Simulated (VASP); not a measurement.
# Ta (Pm-3m) in VASP: notebook, part 2 of 2

VASP 6.6.1.

## 3. Single point, PBEsol (volume scaled by 0.9)

The input, INCAR:

```
SYSTEM = Ta
  ALGO = Normal
  EDIFF = 1E-6
  ENCUT = 520
  GGA = PS
  ISIF = 2
  ISMEAR = -1
  LASPH = .True.
  LCHARG = .True.
  LELF = .True.
  LREAL = .False.
  LVHAR = .True.
  LWAVE = .False.
  NBANDS = 12
  NELM = 100
  PREC = Accurate
  SIGMA = 0.05
```

The input, KPOINTS:

```
k-points
0
Gamma
  14 14 14
  0 0 0
```

The input, POSCAR:

```
Ta
1.0
    2.6146431476      0.0000000000      0.0000000000
    0.0000000000      2.6146431476      0.0000000000
    0.0000000000      0.0000000000      2.6146431476
Ta
1
Direct
    0.0000000000      0.0000000000      0.0000000000
```

Potentials or basis: VASP PAW PBE potentials, release 64 (Ta_pv).

Started as:

```
$ cat potpaw_PBE.64/Ta_pv/POTCAR > POTCAR
$ mpirun -np 1 vasp_std > vasp.out
```

OUTCAR:

```text
SYSTEM = Ta
   EDIFF = 1E-6
   ENCUT = 520
   GGA = PS
   ISIF = 2
   ISMEAR = -1
   LASPH = .True.
   LREAL = .False.
   NELM = 100
   PREC = Accurate

 ion  position               nearest neighbor table
   1  0.000  0.000  0.000-

  LATTYP: Found a simple cubic cell.
 ALAT       =     2.6146431476

  Lattice vectors:

 A1 = (   2.6146431476,   0.0000000000,   0.0000000000)
 A2 = (   0.0000000000,   2.6146431476,   0.0000000000)
 A3 = (   0.0000000000,   0.0000000000,   2.6146431476)

[... 529 lines left out ...]
      4       1.6539      2.00000
      5       3.6307      2.00000
      6       5.6486      0.02068
      7       8.6814      0.00000
      8       8.9915      0.00000
      9      11.0481      0.00000
     10      17.1184      0.00000
     11      20.0997      0.00000
     12      21.4786      0.00000

 [... further k-points ...]
[... 5 lines left out ...]
  --------------------------------------------------------------------------------------
  -------------------------------------------------------------------------------------
  Total        2.2348100      2.2348100      2.2348100      0.0000000     -0.0000000      0.0000000
  in kB      200.3152047    200.3152047    200.3152047      0.0000000     -0.0000000      0.0000000
  external PRESSURE =     200.3152047 kB  Pullay stress =       0.0000000 kB

 VOLUME and BASIS-vectors are now :
 -----------------------------------------------------------------------------
  energy-cutoff  :      520.00
  volume of cell :       17.87
      direct lattice vectors                 reciprocal lattice vectors
     2.614643148  0.000000000  0.000000000     0.382461370  0.000000000  0.000000000
     0.000000000  2.614643148  0.000000000     0.000000000  0.382461370  0.000000000
     0.000000000  0.000000000  2.614643148     0.000000000  0.000000000  0.382461370

 POSITION                                       TOTAL-FORCE (eV/Angst)
 -----------------------------------------------------------------------------------
      0.00000      0.00000      0.00000         0.000000      0.000000      0.000000
 -----------------------------------------------------------------------------------
    total drift:                                0.000000      0.000000      0.000000

  FREE ENERGIE OF THE ION-ELECTRON SYSTEM (eV)
  ---------------------------------------------------
  free  energy   TOTEN  =       -11.2719720424 eV

  energy  without entropy=      -11.2643459220  energy(sigma->0) =      -11.26815898
```

stdout:

```text
POSCAR found type information on POSCAR Ta
 POSCAR found :  1 types and       1 ions
 scaLAPACK will be used
 -----------------------------------------------------------------------------
|                                                                             |
|                                                                             |
|     You enforced a specific xc type in the INCAR file but a different       |
|     I HOPE YOU KNOW WHAT YOU ARE DOING!                                     |
|                                                                             |
 -----------------------------------------------------------------------------

 LDA part: xc-table for (Slater+PW92), standard interpolation
 POSCAR, INCAR and KPOINTS ok, starting setup
 FFT: planning ... GRIDC
 FFT: planning ... GRID_SOFT
 FFT: planning ... GRID
 WAVECAR not read
 entering main loop
```

Wall time 12 s (1 thread of Intel Xeon 6975P-C, shared host); peak memory 0.14 GiB.

What came out:

```yaml
Free_energy: -11.2720 eV
Pressure: 20.0 GPa
```

Caveat: the cell differs from its parent crystal (volume scaled by 0.9); the PAW data sets were made with another functional, which shifts forces and pressure a little; spin-orbit coupling is left out, which moves the levels of the heavy elements.

## 4. Single point, PBEsol

This run uses another cell than the first one, of 19.86 Å³/atom, 1.111 times its volume.

The input, INCAR:

```
SYSTEM = Ta
  PREC = Accurate
  ENCUT = 520
  EDIFF = 1E-6
  ISMEAR = -1
  SIGMA = 0.05
  LREAL = .FALSE.
  LASPH = .TRUE.
  NELM = 80
  ALGO = Normal
  ISIF = 2
  LWAVE = .FALSE.
  LCHARG = .FALSE.
  GGA = PS
  NBANDS = 12
```

The input, KPOINTS:

```
Automatic mesh
0
G
  14 14 14
  0 0 0
```

The input, POSCAR:

```
Ta
1.0
    2.7081013932      0.0000000000      0.0000000000
    0.0000000000      2.7081013932      0.0000000000
    0.0000000000      0.0000000000      2.7081013932
Ta
1
Direct
    0.0000000000      0.0000000000      0.0000000000
```

Started as:

```
$ cat potpaw_PBE.64/Ta_pv/POTCAR > POTCAR
$ mpirun -np 1 vasp_std > vasp.out
```

Run time: 12 s. Hardware: 1 thread of Intel Xeon 6975P-C, shared host; peak memory 0.14 GiB.

It converged, with:

- Free energy: -11.3874 eV
- Pressure: 0.2 GPa

Levels at points of the mesh, in eV from the Fermi level:
| k point | band 3 | band 4 | band 5 | band 6 | band 7 | band 8 | band 9 | band 10 |
| --- | --- | --- | --- | --- | --- | --- | --- | --- |
| (0.00, 0.00, 0.00) | -33.28 | -7.42 | -2.74 | -2.74 | 6.37 | 6.37 | 6.37 | 14.39 |
| (0.50, 0.00, 0.00) | -33.16 | -3.85 | -1.74 | 0.05 | 2.44 | 2.44 | 6.80 | 10.49 |
| (0.50, 0.50, 0.00) | -33.04 | -4.18 | -1.45 | 3.26 | 3.26 | 5.33 | 5.33 | 9.06 |
| (0.50, 0.50, 0.50) | -34.25 | -2.47 | -2.47 | -2.47 | 7.60 | 9.36 | 9.36 | 11.94 |

Caveat: the PAW data sets were made with another functional, which shifts forces and pressure a little; spin-orbit coupling is left out, which moves the levels of the heavy elements.

## 5. Single point, PBEsol

This run uses another cell than the first one, of 19.86 Å³/atom, 1.111 times its volume.

The input, INCAR:

```
  ALGO = Normal
  EDIFF = 1E-6
  ENCUT = 520
  GGA = PS
  ISIF = 2
  ISMEAR = -1
  LASPH = True
  LCHARG = False
  LREAL = False
  LWAVE = False
  NBANDS = 12
  NELM = 80
  PREC = Accurate
  SIGMA = 0.05
```

The input, KPOINTS:

```
k-points
0
Gamma
  14 14 14
```

POSCAR is that of step 4.

Started as:

```
$ cat potpaw_PBE.64/Ta_pv/POTCAR > POTCAR
$ mpirun -np 1 vasp_std > vasp.out
```

It took 18 s on 1 thread of Intel Xeon Platinum 8488C (Sapphire Rapids), shared host; peak memory 0.14 GiB.

The run converged. Its results:

```yaml
Free_energy: -11.3874 eV
Pressure: 0.2 GPa
```

Levels at points of the mesh, in eV from the Fermi level:
```csv
k point,band 3,band 4,band 5,band 6,band 7,band 8,band 9,band 10
"(0.00, 0.00, 0.00)",-33.28,-7.42,-2.74,-2.74,6.37,6.37,6.37,14.39
"(0.50, 0.00, 0.00)",-33.16,-3.85,-1.74,0.05,2.44,2.44,6.80,10.49
"(0.50, 0.50, 0.00)",-33.04,-4.18,-1.45,3.26,3.26,5.33,5.33,9.06
"(0.50, 0.50, 0.50)",-34.25,-2.47,-2.47,-2.47,7.60,9.36,9.36,11.94
```

Caveat: the PAW data sets were made with another functional, which shifts forces and pressure a little; spin-orbit coupling is left out, which moves the levels of the heavy elements.

## 6. Relaxation of cell and atoms, PBEsol

This run uses another cell than the first one, of 19.12 Å³/atom, 1.070 times its volume.

The input, INCAR:

```
  PREC = Accurate
  ENCUT = 600
  EDIFF = 1E-6
  ISMEAR = -1
  SIGMA = 0.05
  LREAL = F
  LASPH = T
  NELM = 60
  ALGO = Normal
  ISIF = 3
  LWAVE = F
  LCHARG = F
  GGA = PS
  IBRION = 2
  NSW = 60
  EDIFFG = -0.005
```

The input, KPOINTS:

```
Automatic mesh
0
Gamma
  14 14 14
```

The input, POSCAR:

```
Ta
1.0
    2.6740728146      0.0000000000      0.0000000000
    0.0000000000      2.6740728146      0.0000000000
    0.0000000000      0.0000000000      2.6740728146
Ta
1
Direct
    0.0000000000      0.0000000000      0.0000000000
```

Potentials or basis: VASP PAW PBE potentials, release 64 (Ta_pv).

Started as:

```
$ cat potpaw_PBE.64/Ta_pv/POTCAR > POTCAR
$ mpirun -np 1 vasp_std > vasp.out
```

It took 29 s on 1 thread of Intel Xeon Platinum 8488C (Sapphire Rapids), shared host; peak memory 0.17 GiB.

The run converged. Its results:

```
Free energy                            : -11.3876 eV
Relaxed volume                         : 19.89 Å³/atom
Relaxed cell                           : a = 2.709 Å, b = 2.709 Å, c = 2.709 Å, α = 90.00°, β = 90.00°, γ = 90.00°
Space group after relaxing (to 0.05 Å) : Pm-3m (No. 221)
Energy gained by relaxing              : 14.9 meV/atom
Ionic steps                            : 4
Pressure after relaxing                : 0.0 GPa
```

The path:
```tsv
step	energy change (eV)	largest force (eV/Å)	pressure (GPa)	volume (Å³)
1	0.0000	0.0000	6.53	19.12
2	0.0314	0.0000	-9.51	21.36
3	-0.0149	0.0000	-0.12	19.90
4	-0.0149	0.0000	-0.02	19.89
```

Final structure:
```
CELL_PARAMETERS angstrom
2.70935 0.00000 0.00000
0.00000 2.70935 0.00000
0.00000 0.00000 2.70935
ATOMIC_POSITIONS crystal
Ta 0.00000 0.00000 0.00000
```

Levels at points of the mesh, in eV from the Fermi level:
```tsv
k point	band 3	band 4	band 5	band 6	band 7	band 8	band 9
(0.00, 0.00, 0.00)	-33.29	-7.41	-2.74	-2.74	6.36	6.36	6.36
(0.50, 0.00, 0.00)	-33.16	-3.85	-1.74	0.04	2.44	2.44	6.79
(0.50, 0.50, 0.00)	-33.05	-4.17	-1.45	3.26	3.26	5.32	5.32
(0.50, 0.50, 0.50)	-34.25	-2.47	-2.47	-2.47	7.61	9.34	9.34
```

Caveat: the PAW data sets were made with another functional, which shifts forces and pressure a little; spin-orbit coupling is left out, which moves the levels of the heavy elements.

## 7. Overview

```tsv
task	cell	cutoff (eV)	gap on the mesh (eV)	pressure (GPa)
single point	a = 2.615 Å, 1 atom	520	none	20.0
single point	a = 2.708 Å, 1 atom	520	none	0.2
relaxation of cell and atoms	relaxed from a = 2.674 Å, 1 atom	600	none	0.0
```

Alike in all rows: level PBEsol; potentials or basis VASP PAW PBE potentials, release 64 (Ta_pv); no spin polarisation; k mesh 14 × 14 × 14; smearing fermi-dirac 0.05 eV.

Caveats: the PAW data sets were made with another functional, which shifts forces and pressure a little; spin-orbit coupling is left out, which moves the levels of the heavy elements.

Total energies depend on the potentials used, so only differences within one code and one set of settings carry meaning.
